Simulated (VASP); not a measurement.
A run of VASP 6.6.1 is set up as follows.

POSCAR

```
Pt
1.0
    2.8148100603      0.0000000000      0.0000000000
   -1.4074050301      2.4376970190      0.0000000000
    0.0000000000      0.0000000000      4.8861212732
Pt
2
Direct
    0.3333333333      0.6666666667      0.2500000000
    0.6666666667      0.3333333333      0.7500000000
```

The input INCAR.step1:

```
SYSTEM = Pt
PREC = Accurate
ENCUT = 520
EDIFF = 1E-5
ISMEAR = -1
SIGMA = 0.05
LREAL = .False.
LASPH = .True.
NELM = 100
ALGO = Normal
ISIF = 2
LWAVE = .True.
LCHARG = .False.
GGA = PE
NBANDS = 17
```

INCAR.step2

```
SYSTEM = Pt
PREC = Accurate
ENCUT = 520
EDIFF = 1E-7
ISMEAR = -1
SIGMA = 0.05
LREAL = .False.
LASPH = .True.
NELM = 100
ALGO = Normal
ISIF = 2
LWAVE = .False.
LCHARG = .False.
GGA = PE
LHFCALC = .True.
HFSCREEN = 0.2079
PRECFOCK = Normal
ISTART = 1
NBANDS = 17
```

Contents of KPOINTS:

```
Automatic mesh
0
Gamma
  6 6 4
  0 0 0
```

Potentials or basis: VASP PAW PBE potentials, release 64 (Pt).

Launch:

```console
$ cat potpaw_PBE.64/Pt/POTCAR > POTCAR
$ cp INCAR.step1 INCAR
$ mpirun -np 1 vasp_std > vasp.out
$ cp INCAR.step2 INCAR
$ mpirun -np 1 vasp_std > vasp.out
```

(1) Estimate the band gap on the k mesh.

(2) Predict the pressure.

Results:

(1) zero (bands 10 and 11 overlap by 1.75 eV).

(2) -20.2 GPa.

Caveat: the k points lie up to 0.43 Å⁻¹ apart, too coarse for converged energies and pressures of a metal; the PAW data sets were made with another functional, which shifts forces and pressure a little; spin-orbit coupling is left out, which moves the levels of the heavy elements.
